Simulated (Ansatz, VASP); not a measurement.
One calculation of SiC, two programs

File INCAR:

```
SYSTEM = SiC
ALGO = Normal
EDIFF = 1E-7
EDIFFG = -0.002
ENCUT = 600
GGA = PS
GGA_COMPAT = .False.
IBRION = 2
ISIF = 3
ISMEAR = 0
LASPH = .True.
LCHARG = .False.
LREAL = .False.
LWAVE = .False.
NELM = 120
NELMIN = 4
NSW = 100
PREC = Accurate
SIGMA = 0.02
```

The input KPOINTS:

```
k-points
0
Gamma
  10 10 10
  0 0 0
```

The input POSCAR:

```
SiC
1.0
    0.0000000000      2.1800000000      2.1800000000
    2.1800000000      0.0000000000      2.1800000000
    2.1800000000      2.1800000000      0.0000000000
Si C
1 1
Direct
    0.0000000000      0.0000000000      0.0000000000
    0.2500000000      0.2500000000      0.2500000000
```

Input for Ansatz:

```yaml
crystal:
  lattice:
    - [0.0, 2.18, 2.18]
    - [2.18, 0.0, 2.18]
    - [2.18, 2.18, 0.0]
  atoms:
    - { symbol: Si, position: [0.0, 0.0, 0.0] }
    - { symbol: C, position: [0.25, 0.25, 0.25] }
basis:
  ecutwfc: 420
kpoints:
  mp_grid: { grid: [10, 10, 10] }
hamiltonian:
  xc: pbesol
  pseudopotentials: { kind: paw, azcp: { folder: soft_1 } }
scf:
  occupations: { method: gaussian, width: 0.02 }
output:
  forces: true
  stress: true
  eigenvalues: true
relax:
  adjacent_minimum: "off"
  f_tol: 0.002
  max_steps: 80
  cell: { stress_tol: 0.02 }
```

Alike in both runs: task relaxation of cell and atoms; functional PBEsol; k mesh 10 × 10 × 10; occupations gaussian, width 0.02 eV; no spin polarisation.

|  | VASP | Ansatz |
| --- | --- | --- |
| version | VASP 6.6.1 | Ansatz 0.2.0 |
| potentials or method | VASP PAW PBE potentials, release 64 (Si, C), cutoff 600 eV | scalar-relativistic, plane waves, PAW |
| valence electrons in the cell | 8 | 8 |

Ansatz gave:

```
gap on the k mesh at the Fermi level, each at its own relaxed structure (eV) : 1.24
relaxed volume (Å³/atom)                                                     : 10.34
relaxed cell length with the largest relative difference (Å)                 : 3.081
```

Q: Estimate VASP's values.

A: gap on the k mesh at the Fermi level, each at its own relaxed structure (eV): 1.23; relaxed volume (Å³/atom): 10.35; relaxed cell length with the largest relative difference (Å): 3.082.

VASP's potentials were made for PBE, not for PBEsol, and Ansatz warns of the same on its side.
